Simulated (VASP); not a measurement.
# Ag2PdS2 (I-4m2) in VASP: relaxation of cell and atoms with PBE

Aim: the relaxation of cell and atoms of Ag2PdS2 with PBE.

Program: VASP 6.6.1. These are calculated values, not measurements. Logs are shortened: lines on timing, memory, paths and dates and some standing lists are left out, and cuts for length are marked.

### 1 The cell of the first run

It takes space group I-4m2 (No. 119, tetragonal). The conventional cell has a = 5.763 Å, b = 5.763 Å, c = 6.247 Å, α = 90.00°, β = 90.00°, γ = 90.00°. Within 3.8 Å of Ag (site symmetry -4m2) lie 4 S at 2.91 Å and 2 Pd at 3.12 Å and 4 Ag at 3.28 Å. Ag (site symmetry -4m2) has 2 S at 1.95 Å within 2.6 Å. Pd (site symmetry -4m2) has 4 S at 2.91 Å and 6 Ag at 3.12 to 3.28 Å within 3.8 Å. Within 2.6 Å of S (site symmetry 2mm) lie 1 Ag at 1.95 Å and 1 S at 2.35 Å.

The cell was generated, and may not be a known phase.

### 2 Relaxation of cell and atoms, PBE

Input file INCAR:

```
SYSTEM = Ag2PdS2
ALGO = Normal
EDIFF = 1E-7
EDIFFG = -0.08
ENCUT = 630
GGA = PE
GGA_COMPAT = .FALSE.
IBRION = 2
ISIF = 3
ISMEAR = 0
LASPH = .TRUE.
LCHARG = .FALSE.
LREAL = .FALSE.
LWAVE = .FALSE.
NELM = 120
NELMIN = 4
NSW = 36
PREC = Accurate
SIGMA = 0.15
```

Input file KPOINTS:

```
k-points
0
G
  3 3 3
  0 0 0
```

Input file POSCAR:

```
Ag2PdS2
1.0
   -2.8813805500      2.8813805500      3.1235683000
    2.8813805500     -2.8813805500      3.1235683000
    2.8813805500      2.8813805500     -3.1235683000
Ag Pd S
2 1 2
Direct
    0.7500000000      0.2500000000      0.5000000000
    0.0000000000      0.0000000000      0.0000000000
    0.2500000000      0.7500000000      0.5000000000
    0.6882128800      0.6882128800      0.0000000000
    0.3117871200      0.3117871200      0.0000000000
```

Potentials or basis: VASP PAW PBE potentials, release 64 (Ag_sv_GW, Pd_sv_GW, S).

Started as:

```sh
$ cat potpaw_PBE.64/Ag_sv_GW/POTCAR potpaw_PBE.64/Pd_sv_GW/POTCAR potpaw_PBE.64/S/POTCAR > POTCAR
$ mpirun -np 1 vasp_std > vasp.out
```

OUTCAR:

```text
SYSTEM = Ag2PdS2
   EDIFF = 1E-7
   EDIFFG = -0.08
   ENCUT = 630
   GGA = PE
   IBRION = 2
   ISIF = 3
   ISMEAR = 0
   LASPH = .TRUE.
   LREAL = .FALSE.
   NELM = 120
   NELMIN = 4
   NSW = 36
   PREC = Accurate

 ion  position               nearest neighbor table
   1  0.750  0.250  0.500-
   2  0.000  0.000  0.000-   4 1.95   5 1.95
   3  0.250  0.750  0.500-
   4  0.688  0.688  0.000-   2 1.95   5 2.35
   5  0.312  0.312  0.000-   2 1.95   4 2.35

  LATTYP: Found a body centered tetragonal cell.
 ALAT       =     5.7627611000
 C/A-ratio  =     1.0840526775

  Lattice vectors:

 A1 = (  -2.8813805500,   2.8813805500,   3.1235683000)
 A2 = (   2.8813805500,  -2.8813805500,   3.1235683000)
 A3 = (   2.8813805500,   2.8813805500,  -3.1235683000)

Analysis of symmetry for initial positions (statically):
=====================================================================
 Subroutine PRICEL returns:
 Original cell was already a primitive cell.

 Routine SETGRP: Setting up the symmetry group for a
 body centered tetragonal supercell.

 Subroutine GETGRP returns: Found  8 space group operations
 (whereof  8 operations were pure point group operations)
 out of a pool of 16 trial point group operations.

The static configuration has the point symmetry D_2d.

Analysis of symmetry for dynamics (positions and initial velocities):
=====================================================================
 Subroutine PRICEL returns:
 Original cell was already a primitive cell.

 Routine SETGRP: Setting up the symmetry group for a
 body centered tetragonal supercell.

 Subroutine GETGRP returns: Found  8 space group operations
 (whereof  8 operations were pure point group operations)
 out of a pool of 16 trial point group operations.

The dynamic configuration has the point symmetry D_2d.

 Subroutine INISYM returns: Found  8 space group operations
 (whereof  8 operations are pure point group operations),
 and found     1 'primitive' translations

----------------------------------------------------------------------------------------

                                     Primitive cell

  volume of cell :     103.7319

  direct lattice vectors                    reciprocal lattice vectors
    -2.881380550  2.881380550  3.123568300     0.000000000  0.173527929  0.160073337
     2.881380550 -2.881380550  3.123568300     0.173527929  0.000000000  0.160073337
     2.881380550  2.881380550 -3.123568300     0.173527929  0.173527929  0.000000000

  length of vectors
     5.134334102  5.134334102  5.134334102     0.236083492  0.236083492  0.245405551

  position of ions in fractional coordinates (direct lattice)
     0.750000000  0.250000000  0.500000000
     0.000000000  0.000000000  0.000000000
     0.250000000  0.750000000  0.500000000
     0.688212880  0.688212880  0.000000000
     0.311787120  0.311787120  0.000000000

  ion indices of the primitive-cell ions
   primitive index   ion index
                 1           1
                 2           2
                 3           3
                 4           4
                 5           5

----------------------------------------------------------------------------------------

 KPOINTS: k-points

Automatic generation of k-mesh.
 Grid dimensions read from file:
 generate k-points for:    3    3    3

 Generating k-lattice:

  Cartesian coordinates                     Fractional coordinates (reciprocal lattice)
     0.000000000  0.057842643  0.053357779     0.333333333 -0.000000000  0.000000000
     0.057842643  0.000000000  0.053357779    -0.000000000  0.333333333  0.000000000
     0.057842643  0.057842643  0.000000000     0.000000000  0.000000000  0.333333333

  Length of vectors
     0.078694497  0.078694497  0.081801850

  Shift w.r.t. Gamma in fractional coordinates (k-lattice)
     0.000000000  0.000000000  0.000000000

 Subroutine IBZKPT returns following result:
 ===========================================

 Found      6 irreducible k-points:

 Following reciprocal coordinates:
            Coordinates               Weight
  0.000000  0.000000  0.000000      1.000000
  0.333333  0.000000  0.000000      8.000000
  0.333333  0.333333  0.000000      8.000000
 -0.333333  0.333333  0.000000      4.000000
 -0.333333  0.333333  0.333333      4.000000
 -0.333333 -0.333333  0.333333      2.000000
   k-points           NKPTS =      6   k-points in BZ     NKDIM =      6   number of bands    NBANDS=     40
   number of dos      NEDOS =    301   number of ions     NIONS =      5
   total plane-waves  NPLWV =  74088
   dimension x,y,z NGX =    42 NGY =   42 NGZ =   42
   dimension x,y,z NGXF=    84 NGYF=   84 NGZF=   84
   ions per type =               2   1   2
   NGX,Y,Z   is equivalent  to a cutoff of  13.60, 13.60, 13.60 a.u.
   NGXF,Y,Z  is equivalent  to a cutoff of  27.20, 27.20, 27.20 a.u.
 SYSTEM =  Ag2PdS2
   PREC   = accura    normal or accurate (medium, high low for compatibility)
   ISTART =      0    job   : 0-new  1-cont  2-samecut
   ICHARG =      2    charge: 1-file 2-atom 10-const
   ISPIN  =      1    spin polarized calculation?
   LNONCOLLINEAR =      F non collinear calculations
   LSORBIT =      F    spin-orbit coupling
   LASPH  =      T    aspherical Exc in radial PAW
   ENCUT  =  630.0 eV  46.30 Ry    6.80 a.u.  10.51 10.51 10.51*2*pi/ulx,y,z
   NELM   =    120;   NELMIN=  4; NELMDL= -5     # of ELM steps
   EDIFF  = 0.1E-06   stopping-criterion for ELM
   LREAL  =      F    real-space projection
   EDIFFG = -.8E-01   stopping-criterion for IOM
   NSW    =     36    number of steps for IOM
   IBRION =      2    ionic relax: 0-MD 1-quasi-New 2-CG
   NFREE  =      1    steps in history (QN), initial steepest desc. (CG)
   ISIF   =      3    stress and relaxation
   ISYM   =      2    0-nonsym 1-usesym 2-fastsym
   POTIM  = 0.5000    time-step for ionic-motion
   TEBEG  =    0.0;   TEEND  =   0.0 temperature during run
   PSTRESS=    0.0 pullay stress
   NELECT =      68.0000    total number of electrons
   NUPDOWN=      -1.0000    fix difference up-down
   EMIN   =  10.00;   EMAX   =-10.00  energy-range for DOS
   EFERMI =   0.00;   METHOD = LEGACY
   ISMEAR =     0;   SIGMA  =   0.15  broadening in eV -4-tet -1-fermi 0-gaus
   EFERMI_NEDOS =   21; number of points for ismear=-14 and -15
   IALGO  =     38    algorithm
   IMIX   =      4    mixing-type and parameters
     AMIX     =   0.40;   BMIX     =  1.00
     AMIX_MAG =   1.60;   BMIX_MAG =  1.00
  volume/ion in A,a.u.               =      20.75       140.00
  Fermi-wavevector in a.u.,A,eV,Ry     =   1.422134  2.687443 27.517292  2.022464
  Thomas-Fermi vector in A             =   2.542870
   LORBIT       =      0    0 simple, 1 ext, 2 COOP (PROOUT), +10 PAW based schemes
   GGA     = PE    functional components
   LHFCALC =     F    Hartree Fock is set to
   AEXX    =    0.0000 exact exchange contribution
   IVDW    =     0    specifies the selected vdW correction
   LEPSILON=     F    determine dielectric tensor
   LRPA    =     F    only Hartree local field effects (RPA)
 conjugate gradient relaxation of ions
 non-spin polarized calculation
 Gauss-broadening in eV      SIGMA  =   0.15
  energy-cutoff  :      630.00
  volume of cell :      103.73
 maximum number of plane-waves:      3753
 NGX is ok and might be reduce to    42
   NGX = 21   NGY = 21   NGZ = 21

--------------------------------------- Ionic step        1  -------------------------------------------

 number of electron      68.0000019 magnetization

 Free energy of the ion-electron system (eV)
  ---------------------------------------------------
  ext. energy  EPLUGINS =         0.00000000
  ---------------------------------------------------
  free energy    TOTEN  =        -8.51545916 eV

  energy without entropy =       -8.48746605  energy(sigma->0) =       -8.50146261

------------------------ aborting loop because EDIFF is reached ----------------------------------------

  FORCE on cell =-STRESS in cart. coord.  units (eV):
  Direction    XX          YY          ZZ          XY          YZ          ZX
  --------------------------------------------------------------------------------------
  -------------------------------------------------------------------------------------
  Total       -6.3886036     -6.3886036     36.2618185      0.0000000     -0.0000000      0.0000000
  in kB      -98.6743524    -98.6743524    560.0772386      0.0000000     -0.0000000      0.0000000
  external PRESSURE =     120.9095113 kB  Pullay stress =       0.0000000 kB
[... 98 lines left out ...]
  FREE ENERGIE OF THE ION-ELECTRON SYSTEM (eV)
  ---------------------------------------------------
  free  energy   TOTEN  =       -10.6754252754 eV

  energy  without entropy=      -10.6115575649  energy(sigma->0) =      -10.64349142

 E-fermi :   3.2960     XC(G=0):  -9.7708

 val. band max:        3.2923956471   @ k =   0.3333   0.3333   0.0000
 cond. band min:       3.3471829232   @ k =   0.3333   0.0000   0.0000
 fundamental gap:      0.0547872761
 Fermi energy:         3.2959988375

 k-point     1 :       0.0000    0.0000    0.0000
  band No.  band energies     occupation
      1     -87.6665      2.00000
      2     -87.6015      2.00000
      3     -79.7902      2.00000
      4     -51.1946      2.00000
      5     -51.1566      2.00000
      6     -51.1566      2.00000
[... 247 lines left out ...]
     39       8.4654      0.00000
     40       8.4654      0.00000

 E-fermi :   6.0295     XC(G=0): -11.1523

 val. band max:        5.8774530764   @ k =  -0.3333   0.3333   0.3333
 cond. band min:       6.1390375071   @ k =   0.3333   0.0000   0.0000
 fundamental gap:      0.2615844307
 Fermi energy:         6.0295168976

 k-point     1 :       0.0000    0.0000    0.0000
  band No.  band energies     occupation
      1     -86.0489      2.00000
      2     -85.5531      2.00000
      3     -77.9679      2.00000
      4     -49.5659      2.00000
      5     -49.5659      2.00000
      6     -49.4565      2.00000
[... 247 lines left out ...]
     39      12.5925      0.00000
     40      12.5925      0.00000

[... ionic steps 4 to 21 ...]

--------------------------------------- Ionic step       22  -------------------------------------------

 number of electron      68.0000025 magnetization

------------------------ aborting loop because EDIFF is reached ----------------------------------------

  FORCE on cell =-STRESS in cart. coord.  units (eV):
  Direction    XX          YY          ZZ          XY          YZ          ZX
  --------------------------------------------------------------------------------------
  -------------------------------------------------------------------------------------
  Total       -0.5150501     -0.5150501      0.0522958      0.0000000      0.0000000      0.0000000
  in kB       -7.9775170     -7.9775170      0.8100007      0.0000000      0.0000000      0.0000000
  external PRESSURE =      -5.0483445 kB  Pullay stress =       0.0000000 kB
[... 63 lines left out ...]
  energy  without entropy=      -13.1864879447  energy(sigma->0) =      -13.20557217

--------------------------------------- Ionic step       24  -------------------------------------------

 number of electron      68.0000027 magnetization

 Free energy of the ion-electron system (eV)
  ---------------------------------------------------
  ext. energy  EPLUGINS =         0.00000000
  ---------------------------------------------------
  free energy    TOTEN  =       -13.22509230 eV

  energy without entropy =      -13.18612798  energy(sigma->0) =      -13.20561014

 E-fermi :   4.7754     XC(G=0): -10.4199

 val. band max:        4.7528378953   @ k =   0.3333   0.0000   0.0000
 cond. band min:       4.8852411003   @ k =  -0.3333   0.3333   0.0000
 fundamental gap:      0.1324032050
 Fermi energy:         4.7754221966

 k-point     1 :       0.0000    0.0000    0.0000
  band No.  band energies     occupation
      1     -87.4121      2.00000
      2     -86.7389      2.00000
      3     -78.7438      2.00000
      4     -50.9525      2.00000
      5     -50.9525      2.00000
      6     -50.7547      2.00000
[... 279 lines left out ...]
  FREE ENERGIE OF THE ION-ELECTRON SYSTEM (eV)
  ---------------------------------------------------
  free  energy   TOTEN  =       -13.2250922994 eV

  energy  without entropy=      -13.1861279763  energy(sigma->0) =      -13.20561014

 reached required accuracy - stopping structural energy minimisation
```

Run time: 12 min. Hardware: 1 thread of Intel Xeon 6975P-C (Granite Rapids), shared host; peak memory 0.32 GiB.

What came out:

- Free energy: -13.2251 eV
- Relaxed volume: 20.59 Å³/atom
- Relaxed cell: a = 5.462 Å, b = 5.462 Å, c = 5.462 Å, α = 126.02°, β = 126.02°, γ = 79.85°
- Space group after relaxing (to 0.1 Å): I-4m2 (No. 119)
- Energy gained by relaxing: 941.9 meV/atom
- Ionic steps: 24
- Pressure after relaxing: 0.2 GPa
- Largest force after relaxing: 0.018 eV/Å
- Band gap on the k mesh: zero (bands 34 and 35 overlap by 1.41 eV)

Forces on the atoms (eV/Å):
```
Ag   0.000  0.000  0.000
Ag   0.000  0.000  0.000
Pd   0.000  0.000  0.000
S    0.000  0.000 -0.018
S    0.000  0.000  0.018
```

Stress tensor (GPa, compression positive):
```
0.09 0.00 0.00
0.00 0.09 0.00
0.00 0.00 0.55
```

The path:
```csv
step,energy change (eV),largest force (eV/Å),pressure (GPa),volume (Å³)
1,0.0000,7.9579,12.09,103.73
2,-2.0676,1.1983,-9.76,123.29
3,-2.1600,1.2019,-9.67,121.99
4,-2.2381,1.2294,-9.64,120.83
5,-2.7001,1.2670,-8.00,112.98
6,-2.4983,0.0719,-3.60,108.54
7,-2.7029,1.2111,-7.53,112.27
8,-2.7054,1.1014,-7.11,111.67
9,-3.6049,1.0576,-4.03,99.20
10,-3.9971,1.1053,3.64,88.62
11,-4.2797,1.2415,2.53,90.62
12,-4.3793,0.9099,2.65,92.27
13,-4.5516,0.8077,-1.44,98.23
14,-4.5746,0.7628,-3.10,101.72
15,-4.6569,0.0087,-0.42,100.76
16,-4.6572,0.0382,-0.56,100.81
17,-4.6858,0.0660,0.85,99.68
18,-4.6863,0.0692,1.11,99.49
19,-4.6947,0.2233,0.09,101.13
20,-4.6948,0.2467,-0.08,101.40
21,-4.7009,0.1911,-0.23,102.08
22,-4.7066,0.0716,-0.50,103.44
23,-4.7092,0.0509,0.54,102.76
24,-4.7096,0.0176,0.25,102.95
```

Final structure:
```
CELL_PARAMETERS angstrom
-2.47880 2.47880 4.18875
2.47880 -2.47880 4.18875
2.47880 2.47880 -4.18875
ATOMIC_POSITIONS crystal
Ag 0.75000 0.25000 0.50000
Ag 0.00000 0.00000 0.00000
Pd 0.25000 0.75000 0.50000
S 0.71714 0.71714 0.00000
S 0.28286 0.28286 0.00000
```

Levels at points of the mesh, in eV from the Fermi level:
```csv
k point,band 32,band 33,band 34,band 35,band 36,band 37,band 38,band 39
"(0.00, 0.00, 0.00)",-1.63,-1.36,-1.36,-1.17,1.83,2.31,5.16,5.24
```

Caveat: the k points lie up to 0.49 Å⁻¹ apart in the final cell, too coarse for converged energies and pressures of a metal.

The gap in the log of VASP goes by the Fermi energy; the results here count the filled bands.